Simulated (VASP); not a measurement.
Set up this calculation in VASP 6.6.1, as the native input.

* Task: single point
* Functional: PBEsol
* Potentials or basis: VASP PAW PBE potentials, release 64 (W_sv)
* Cutoff: 520 eV
* k mesh: 24 × 24 × 14
* Occupations: gaussian, width 0.15 eV
* Spin: no spin polarisation
* Dipole correction: no
* Further INCAR settings: ALGO = Fast; EDIFF = 1e-06; NBANDS = 21

The structure of W lies in POSCAR:

```
W
1.0
   -1.5771801384      1.5771801384      1.5771801384
    1.5771801384     -1.5771801384      1.5771801384
    3.1543602768      3.1543602768      0.0000000000
W
2
Direct
    0.0594415297      0.0594415297      0.0000000000
    0.4405584703      0.4405584703      0.5000000000
```

This cell differs from its parent crystal: atoms displaced along a vibrational mode.

One way to write it, as run:

INCAR

```
SYSTEM = W
  ALGO = Fast
  EDIFF = 1E-6
  ENCUT = 520
  GGA = PS
  ISIF = 2
  ISMEAR = 0
  LASPH = .True.
  LCHARG = .False.
  LREAL = .False.
  LWAVE = .False.
  NBANDS = 21
  NELM = 80
  PREC = Accurate
  SIGMA = 0.15
```

KPOINTS

```
k-points
0
Gamma
  24 24 14
  0 0 0
```

Potentials or basis: VASP PAW PBE potentials, release 64 (W_sv).

Run with:

```sh
$ cat potpaw_PBE.64/W_sv/POTCAR > POTCAR
$ mpirun -np 1 vasp_std > vasp.out
```

Results of the run:

The pressure is 8.5 GPa. The largest force is 2.888 eV/Å and the band gap on the k mesh is zero (bands 14 and 15 overlap by 2.02 eV).

Caveat: the cell differs from its parent crystal (atoms displaced along a vibrational mode); the cell stands under pressure; the PAW data sets were made with another functional, which shifts forces and pressure a little; spin-orbit coupling is left out, which moves the levels of the heavy elements.

Run time: 7.5 min on 1 thread of Oxide Virtual Turin-like Processor, on a shared host, peak memory 0.64 GiB.
